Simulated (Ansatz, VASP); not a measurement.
## Two plane-wave programs on CaO

```
Ca O
1.0
     0.00000    2.40650    2.40650
     2.40650    0.00000    2.40650
     2.40650    2.40650    0.00000
Ca O
1 1
Direct
  0.00000 0.00000 0.00000
  0.50000 0.50000 0.50000
```

Alike in both runs: functional PBE; k mesh 9 × 9 × 9; occupations fermi-dirac, width 0.02 eV; no spin polarisation.

Ansatz relaxed the structure, and its values are those at the end. VASP's run is a single point on that final structure, the one shown.

|  | VASP | Ansatz |
| --- | --- | --- |
| version | VASP 6.6.1 | Ansatz 0.2.0 |
| potentials or method | VASP PAW PBE potentials, release 64 (Ca_sv, O) | plane-wave PAW, scalar-relativistic |
| plane-wave cutoff (eV) | 520 | 420 |
| valence electrons in the cell | 16 | 16 |

|  | VASP | Ansatz | Ansatz less VASP |
| --- | --- | --- | --- |
| gap on the k mesh at the Fermi level (eV) | 3.69 | 3.71 | +0.019 |
| pressure (GPa) | 1.8 | 1.2 | -0.56 |

Ansatz's warnings: stress scf threshold loose.
